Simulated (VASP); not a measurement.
Set up this calculation in VASP 6.6.1, as the native input.

* Task: single point
* Functional: PBE
* Dispersion: D3(BJ)
* Potentials or basis: VASP PAW PBE potentials, release 64 (Al, N)
* Cutoff: 520 eV
* k mesh: 3 × 3 × 1
* Occupations: fermi-dirac, width 0.02 eV
* Spin: collinear spin, zero start
* Starting moments: [0.0, 0.0, 0.0, 0.0, 0.0, 0.0, 0.0, 0.0, 0.0, 0.0, 0.0, 0.0, 0.0, 0.0, 0.0, 0.0, 0.0] μB
* Dipole correction: no
* Further INCAR settings: LREAL = Auto; ALGO = Normal; EDIFF = 1e-06; NBANDS = 52

The structure of Al9N8 lies in POSCAR:

```
Al9N8
1.0
    6.1620000000      0.0000000000      0.0000000000
   -3.0810000000      5.3364490000      0.0000000000
    0.0000000000      0.0000000000     17.4373420000
Al N
9 8
Direct
    0.1666666354      0.3333332709      0.0573481899
    0.3084021863      0.1515745770      0.2044264544
    0.1666666823      0.8333333646      0.0573481899
    0.3303248084      0.6696230021      0.2066206535
    0.6666666354      0.3333332709      0.0573481899
    0.8525147677      0.1472531640      0.2133453596
    0.6666666823      0.8333333646      0.0573481899
    0.8482080382      0.6915585626      0.2043513283
    0.1464437349     -0.1474789696      0.3372355718
    0.1706071848      0.3409988552      0.1646620798
    0.0088013513     -0.0087725002      0.2788879177
    0.1702322079      0.8295874279      0.1598752837
    0.3039444902      0.6971512330      0.3100745515
    0.6696367722      0.3303897404      0.1946332188
    1.0832792279      0.8831631296      0.5128652635
    0.6588545035      0.8293211460      0.1646063374
    1.1087463695      0.8744005611      0.4496260382
```

These files were run (other wordings do the same):

INCAR

```
SYSTEM = Al9N8
  PREC = Accurate
  ENCUT = 520
  EDIFF = 1E-6
  ISMEAR = -1
  SIGMA = 0.02
  LREAL = Auto
  LASPH = .TRUE.
  NELM = 150
  ALGO = Normal
  ISIF = 2
  LWAVE = .FALSE.
  LCHARG = .FALSE.
  ISPIN = 2
  MAGMOM = 0 0 0 0 0 0 0 0 0 0 0 0 0 0 0 0 0
  LORBIT = 11
  GGA = PE
  IVDW = 12
  NBANDS = 52
```

KPOINTS

```
regular mesh
0
G
  3 3 1
  0 0 0
```

Potentials or basis: VASP PAW PBE potentials, release 64 (Al, N).

Run with:

```console
$ cat potpaw_PBE.64/Al/POTCAR potpaw_PBE.64/N/POTCAR > POTCAR
$ mpirun -np 1 vasp_std > vasp.out
```

It gave:

| Item | Value |
| --- | --- |
| Largest force | 1.299 eV/Å |
| Net moment | 0.00 μB per cell |
| Valence electrons inside the program's atomic spheres | Al 0.74, 0.77, 0.81, 0.70, 0.73, 0.84 (each value once); N 3.85, 3.74, 3.89, 3.68, 3.70, 3.81, 3.92 (each value once) |
| Dispersion energy per atom | -0.152 eV |

Caveat: the k points lie up to 0.39 Å⁻¹ apart; the standard files for N, O and F lose accuracy on very short bonds; there is no dipole correction, which matters where the two faces differ; no moment was typed at the start, so none could form.

Wall time 9.3 min on 1 thread of AMD EPYC 9R45 96-Core Processor (Zen 5), with other jobs on the host, peak memory 0.92 GiB.
